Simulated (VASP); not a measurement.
# As (Pm-3m) in VASP: further runs

Runs on As. Level: PBE. Tasks: single point, relaxation of cell and atoms.

Everything below comes from runs of VASP 6.6.1. Logs are shortened: lines on timing, memory, paths and dates and some standing lists are left out, and cuts for length are marked.

**1. The cell of the first run**

The structure is cubic, space group Pm-3m (No. 221). The conventional cell has a = 5.369 Å, b = 5.369 Å, c = 5.369 Å, α = 90.00°, β = 90.00°, γ = 90.00°. Within 3.5 Å of As (site symmetry 4/mmm) lie 6 As at 2.68 Å. As (site symmetry m-3m) has 6 As at 2.68 Å within 3.5 Å. Within 3.5 Å of As (site symmetry 4/mmm) lie 4 As at 2.68 Å.

**2. Single point, PBE**

The input, INCAR:

```
  PREC = Accurate
  ENCUT = 520
  EDIFF = 1E-6
  ISMEAR = 0
  SIGMA = 0.1
  LREAL = False
  LASPH = True
  NELM = 80
  ALGO = Normal
  ISIF = 2
  LWAVE = False
  LCHARG = False
  GGA = PE
  NBANDS = 26
```

The input, KPOINTS:

```
Automatic mesh
0
Gamma
  8 8 8
```

The input, POSCAR:

```
As
1.0
    5.3686971809      0.0000000000      0.0000000000
    0.0000000000      5.3686971809      0.0000000000
    0.0000000000      0.0000000000      5.3686971809
As
7
Direct
    0.5000000000      0.5000000000      0.0000000000
    0.0000000000      0.5000000000      0.5000000000
    0.5000000000      0.0000000000      0.5000000000
    0.5000000000      0.5000000000      0.5000000000
    0.5000000000      0.0000000000      0.0000000000
    0.0000000000      0.5000000000      0.0000000000
    0.0000000000      0.0000000000      0.5000000000
```

Potentials or basis: VASP PAW PBE potentials, release 64 (As).

Launch:

```bash
cat potpaw_PBE.64/As/POTCAR > POTCAR
mpirun -np 1 vasp_std > vasp.out
```

OUTCAR:

```text
PREC = Accurate
   ENCUT = 520
   EDIFF = 1E-6
   ISMEAR = 0
   LREAL = False
   LASPH = True
   NELM = 80
   ISIF = 2
   GGA = PE

 ion  position               nearest neighbor table
   1  0.500  0.500  0.000-   4 2.68   5 2.68   6 2.68   4 2.68   5 2.68   6 2.68
   2  0.000  0.500  0.500-   4 2.68   6 2.68   7 2.68   6 2.68   7 2.68   4 2.68
   3  0.500  0.000  0.500-   4 2.68   5 2.68   7 2.68   5 2.68   4 2.68   7 2.68
   4  0.500  0.500  0.500-   1 2.68   2 2.68   3 2.68   1 2.68   3 2.68   2 2.68
   5  0.500  0.000  0.000-   1 2.68   3 2.68   3 2.68   1 2.68
   6  0.000  0.500  0.000-   1 2.68   2 2.68   2 2.68   1 2.68
   7  0.000  0.000  0.500-   2 2.68   3 2.68   2 2.68   3 2.68

  LATTYP: Found a simple cubic cell.
 ALAT       =     5.3686971809

  Lattice vectors:

 A1 = (   5.3686971809,   0.0000000000,   0.0000000000)
 A2 = (   0.0000000000,   5.3686971809,   0.0000000000)
 A3 = (   0.0000000000,   0.0000000000,   5.3686971809)

Analysis of symmetry for initial positions (statically):
=====================================================================
 Subroutine PRICEL returns:
 Original cell was already a primitive cell.

 Routine SETGRP: Setting up the symmetry group for a
 simple cubic supercell.

 Subroutine GETGRP returns: Found 48 space group operations
 (whereof 48 operations were pure point group operations)
 out of a pool of 48 trial point group operations.

The static configuration has the point symmetry O_h .

Analysis of symmetry for dynamics (positions and initial velocities):
=====================================================================
 Subroutine PRICEL returns:
 Original cell was already a primitive cell.

 Routine SETGRP: Setting up the symmetry group for a
 simple cubic supercell.

 Subroutine GETGRP returns: Found 48 space group operations
 (whereof 48 operations were pure point group operations)
 out of a pool of 48 trial point group operations.

The dynamic configuration has the point symmetry O_h .

 Subroutine INISYM returns: Found 48 space group operations
 (whereof 48 operations are pure point group operations),
 and found     1 'primitive' translations

----------------------------------------------------------------------------------------

                                     Primitive cell

  volume of cell :     154.7415

  direct lattice vectors                    reciprocal lattice vectors
[... 95 lines left out ...]
   ENCUT  =  520.0 eV  38.22 Ry    6.18 a.u.   9.98  9.98  9.98*2*pi/ulx,y,z
   NELM   =     80;   NELMIN=  2; NELMDL= -5     # of ELM steps
   EDIFF  = 0.1E-05   stopping-criterion for ELM
   LREAL  =      F    real-space projection
   EDIFFG = 0.1E-04   stopping-criterion for IOM
   NSW    =      0    number of steps for IOM
   IBRION =     -1    ionic relax: 0-MD 1-quasi-New 2-CG
   NFREE  =      0    steps in history (QN), initial steepest desc. (CG)
   ISIF   =      2    stress and relaxation
   ISYM   =      2    0-nonsym 1-usesym 2-fastsym
   POTIM  = 0.5000    time-step for ionic-motion
   TEBEG  =    0.0;   TEEND  =   0.0 temperature during run
   PSTRESS=    0.0 pullay stress
   NELECT =      35.0000    total number of electrons
   NUPDOWN=      -1.0000    fix difference up-down
   EMIN   =  10.00;   EMAX   =-10.00  energy-range for DOS
   EFERMI =   0.00;   METHOD = LEGACY
   ISMEAR =     0;   SIGMA  =   0.10  broadening in eV -4-tet -1-fermi 0-gaus
   EFERMI_NEDOS =   21; number of points for ismear=-14 and -15
   IALGO  =     38    algorithm
   IMIX   =      4    mixing-type and parameters
     AMIX     =   0.40;   BMIX     =  1.00
     AMIX_MAG =   1.60;   BMIX_MAG =  1.00
  volume/ion in A,a.u.               =      22.11       149.18
  Fermi-wavevector in a.u.,A,eV,Ry     =   0.997459  1.884925 13.536783  0.994925
  Thomas-Fermi vector in A             =   2.129617
   LORBIT       =      0    0 simple, 1 ext, 2 COOP (PROOUT), +10 PAW based schemes
   GGA     = PE    functional components
   LHFCALC =     F    Hartree Fock is set to
   AEXX    =    0.0000 exact exchange contribution
   IVDW    =     0    specifies the selected vdW correction
   LEPSILON=     F    determine dielectric tensor
   LRPA    =     F    only Hartree local field effects (RPA)
 non-spin polarized calculation
 Gauss-broadening in eV      SIGMA  =   0.10
  energy-cutoff  :      520.00
  volume of cell :      154.74
 maximum number of plane-waves:      4224
 NGX is ok and might be reduce to    40
   NGX = 19   NGY = 19   NGZ = 19

 number of electron      35.0000008 magnetization

 Free energy of the ion-electron system (eV)
  ---------------------------------------------------
  ext. energy  EPLUGINS =         0.00000000
  ---------------------------------------------------
  free energy    TOTEN  =       -30.17398384 eV

  energy without entropy =      -30.14612602  energy(sigma->0) =      -30.16005493

 E-fermi :   4.8215     XC(G=0):  -9.8748

 val. band max:        4.8025376122   @ k =   0.5000   0.2500   0.2500
 cond. band min:       4.8554608890   @ k =   0.3750   0.3750   0.0000
 fundamental gap:      0.0529232768
 Fermi energy:         4.8214797537

 k-point     1 :       0.0000    0.0000    0.0000
  band No.  band energies     occupation
      1      -9.9064      2.00000
      2      -6.9779      2.00000
      3      -6.9779      2.00000
      4      -5.6737      2.00000
      5      -3.5304      2.00000
      6      -3.5304      2.00000
[... 685 lines left out ...]
     25       8.0882      0.00000
     26       9.6672      0.00000

 [... further k-points ...]
[... 5 lines left out ...]
  --------------------------------------------------------------------------------------
  -------------------------------------------------------------------------------------
  Total        0.1324587      0.1324587      0.1324587     -0.0000000     -0.0000000      0.0000000
  in kB        1.3714634      1.3714634      1.3714634     -0.0000000     -0.0000000      0.0000000
  external PRESSURE =       1.3714634 kB  Pullay stress =       0.0000000 kB

 VOLUME and BASIS-vectors are now :
 -----------------------------------------------------------------------------
  energy-cutoff  :      520.00
  volume of cell :      154.74
      direct lattice vectors                 reciprocal lattice vectors
     5.368697181  0.000000000  0.000000000     0.186264929  0.000000000  0.000000000
     0.000000000  5.368697181  0.000000000     0.000000000  0.186264929  0.000000000
     0.000000000  0.000000000  5.368697181     0.000000000  0.000000000  0.186264929

 POSITION                                       TOTAL-FORCE (eV/Angst)
 -----------------------------------------------------------------------------------
      2.68435      2.68435      0.00000         0.000000      0.000000      0.000000
      0.00000      2.68435      2.68435         0.000000      0.000000      0.000000
      2.68435      0.00000      2.68435         0.000000      0.000000      0.000000
      2.68435      2.68435      2.68435         0.000000      0.000000      0.000000
      2.68435      0.00000      0.00000         0.000000      0.000000      0.000000
      0.00000      2.68435      0.00000         0.000000      0.000000      0.000000
      0.00000      0.00000      2.68435         0.000000      0.000000      0.000000
 -----------------------------------------------------------------------------------
    total drift:                                0.000000      0.000000     -0.000000

  FREE ENERGIE OF THE ION-ELECTRON SYSTEM (eV)
  ---------------------------------------------------
  free  energy   TOTEN  =       -30.1739838361 eV

  energy  without entropy=      -30.1461260197  energy(sigma->0) =      -30.16005493
```

OSZICAR:

```text
N       E                     dE             d eps       ncg     rms          rms(c)
DAV:   1     0.141482298904E+03    0.14148E+03   -0.13607E+04  1820   0.111E+03
DAV:   2    -0.185066416659E+02   -0.15999E+03   -0.15391E+03  2300   0.174E+02
DAV:   3    -0.299771904902E+02   -0.11471E+02   -0.11250E+02  2308   0.476E+01
DAV:   4    -0.301557448119E+02   -0.17855E+00   -0.17705E+00  2330   0.617E+00
DAV:   5    -0.301588542263E+02   -0.31094E-02   -0.31056E-02  2302   0.722E-01    0.519E+00
DAV:   6    -0.301649122178E+02   -0.60580E-02   -0.14844E-02  2336   0.629E-01    0.310E+00
DAV:   7    -0.301735622359E+02   -0.86500E-02   -0.18363E-02  2052   0.717E-01    0.158E-01
DAV:   8    -0.301737862170E+02   -0.22398E-03   -0.61025E-04  2454   0.121E-01    0.961E-02
DAV:   9    -0.301739507599E+02   -0.16454E-03   -0.18846E-04  2000   0.694E-02    0.414E-02
DAV:  10    -0.301739833696E+02   -0.32610E-04   -0.43476E-05  2088   0.360E-02    0.752E-03
DAV:  11    -0.301739838361E+02   -0.46649E-06   -0.43617E-06  2200   0.109E-02
   1 F= -.30173984E+02 E0= -.30160055E+02  d E =-.278578E-01
```

It took 37 s on 1 thread of Intel Xeon 6975P-C (Granite Rapids), shared host; peak memory 0.27 GiB.

What came out:

```yaml
Free_energy: -30.1740 eV
Pressure: 0.1 GPa
```

**3. Relaxation of cell and atoms, PBE**

This run uses another cell than the first one, of 21.85 Å³/atom, 0.988 times its volume.

The input, INCAR:

```
SYSTEM = As
  ALGO = Normal
  EDIFF = 1E-7
  EDIFFG = -0.01
  ENCUT = 600
  GGA = PE
  IBRION = 2
  ISIF = 3
  ISMEAR = 0
  LASPH = .TRUE.
  LCHARG = .FALSE.
  LREAL = .FALSE.
  LWAVE = .FALSE.
  NELM = 80
  NSW = 100
  PREC = Accurate
  SIGMA = 0.1
```

The input, KPOINTS:

```
k-points
0
G
  8 8 8
  0 0 0
```

POSCAR: that of step 2 with these lines changed.

```diff
@@ -2,5 +2,5 @@
 1.0
-    5.3686971809      0.0000000000      0.0000000000
-    0.0000000000      5.3686971809      0.0000000000
-    0.0000000000      0.0000000000      5.3686971809
+    5.3480174614      0.0000000000      0.0000000000
+    0.0000000000      5.3480174614      0.0000000000
+    0.0000000000      0.0000000000      5.3480174614
 As
```

Potentials or basis: VASP PAW PBE potentials, release 64 (As).

Launch:

```bash
cat potpaw_PBE.64/As/POTCAR > POTCAR
mpirun -np 1 vasp_std > vasp.out
```

It took 2.5 min on 1 thread of Intel Xeon 6975P-C (Granite Rapids), shared host; peak memory 0.38 GiB.

It converged, with:

- Free energy: -30.1742 eV
- Relaxed volume: 22.15 Å³/atom
- Relaxed cell: a = 5.372 Å, b = 5.372 Å, c = 5.372 Å, α = 90.00°, β = 90.00°, γ = 90.00°
- Space group after relaxing (to 0.05 Å): Pm-3m (No. 221)
- Energy gained by relaxing: 0.9 meV/atom
- Ionic steps: 3
- Pressure after relaxing: 0.0 GPa

The path:
```
step  energy change (eV)  largest force (eV/Å)  pressure (GPa)  volume (Å³)
   1              0.0000                0.0000            0.94       152.96
   2             -0.0052                0.0000           -0.33       155.83
   3             -0.0061                0.0000            0.01       155.05
```

Final structure:
```
As
1.0
     5.37224    0.00000    0.00000
     0.00000    5.37224    0.00000
     0.00000    0.00000    5.37224
As
7
Direct
  0.50000 0.50000 0.00000
  0.00000 0.50000 0.50000
  0.50000 0.00000 0.50000
  0.50000 0.50000 0.50000
  0.50000 0.00000 0.00000
  0.00000 0.50000 0.00000
  0.00000 0.00000 0.50000
```

Levels at points of the mesh, in eV from the Fermi level:
```csv
k point,band 14,band 15,band 16,band 17,band 18,band 19,band 20,band 21
"(0.00, 0.00, 0.00)",-3.13,-3.13,-3.13,0.35,0.35,0.35,3.03,3.03
"(0.50, 0.00, 0.00)",-2.37,-1.80,-0.43,-0.43,-0.29,0.40,0.53,2.08
"(0.50, 0.50, 0.00)",-1.46,-1.30,-1.15,-0.91,-0.14,-0.14,0.61,0.81
"(0.50, 0.50, 0.50)",-0.67,-0.67,-0.67,-0.57,-0.57,-0.57,0.28,0.28
```
